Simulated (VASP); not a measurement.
# Au: single point with PBEsol

The system is Au.

```
CELL_PARAMETERS angstrom
-1.70213 1.70213 1.70213
1.70213 -1.70213 1.70213
1.70213 1.70213 -1.70213
ATOMIC_POSITIONS crystal
Au 0.00000 0.00000 0.00000
```

This cell differs from its parent crystal: strain +0.050 along x and y, +0.050 along z.

```yaml
Program: VASP 6.6.1
Task: single point
Functional: PBEsol
Potentials_or_basis: VASP PAW PBE potentials, release 64 (Au)
Cutoff: 520 eV
k_mesh: 26 × 26 × 26
Occupations: gaussian, width 0.15 eV
Spin: no spin polarisation
Dipole_correction: no
Further_INCAR_settings: ALGO = Fast; EDIFF = 1e-06; NBANDS = 12
```

The pressure is -16.5 GPa.

Levels at points of the mesh, in eV from the Fermi level:
| k point | band 2 | band 3 | band 4 | band 5 | band 6 | band 7 | band 8 | band 9 |
| --- | --- | --- | --- | --- | --- | --- | --- | --- |
| (0.00, 0.00, 0.00) | -4.14 | -4.14 | -4.14 | -2.60 | -2.60 | 16.37 | 16.37 | 16.37 |
| (0.50, 0.00, 0.00) | -4.99 | -2.73 | -2.46 | -1.42 | -0.10 | 2.75 | 12.17 | 12.84 |
| (0.50, 0.50, 0.50) | -5.64 | -1.71 | -1.71 | -1.71 | 6.08 | 6.08 | 6.08 | 8.02 |

It took 62 s on 1 thread of Intel Xeon 6975P-C, on a shared host, peak memory 0.24 GiB.

Caveat: the cell differs from its parent crystal (strain +0.050 along x and y, +0.050 along z); the PAW data sets were made with another functional, which shifts forces and pressure a little; spin-orbit coupling is left out, which moves the levels of the heavy elements.
